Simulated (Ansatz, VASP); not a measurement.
**Two plane-wave programs on SrO**

```xyz
2
Lattice="0.0000 2.5711 2.5711 2.5711 0.0000 2.5711 2.5711 2.5711 0.0000" Properties=species:S:1:pos:R:3 pbc="T T T"
Sr    2.5711    2.5711    2.5711
O     0.0000    0.0000    0.0000
```

Alike in both runs: task single point; functional PBE; k mesh 8 × 8 × 8; no spin polarisation.

|  | VASP | Ansatz |
| --- | --- | --- |
| version | VASP 6.6.1 | Ansatz 0.2.0 |
| potentials or method | VASP PAW PBE potentials, release 64 (Sr_sv, O) | plane waves, PAW |
| plane-wave cutoff (eV) | 520 | 420 |
| occupations | gaussian, width 0.01 eV | fixed |
| valence electrons in the cell | 16 | 16 |

Ansatz gave:

```
gap on the k mesh at the Fermi level (eV) : 3.31
pressure (GPa)                            : 2.8
```

Q: Estimate VASP's values.

A: gap on the k mesh at the Fermi level (eV): 3.26; pressure (GPa): 3.4.
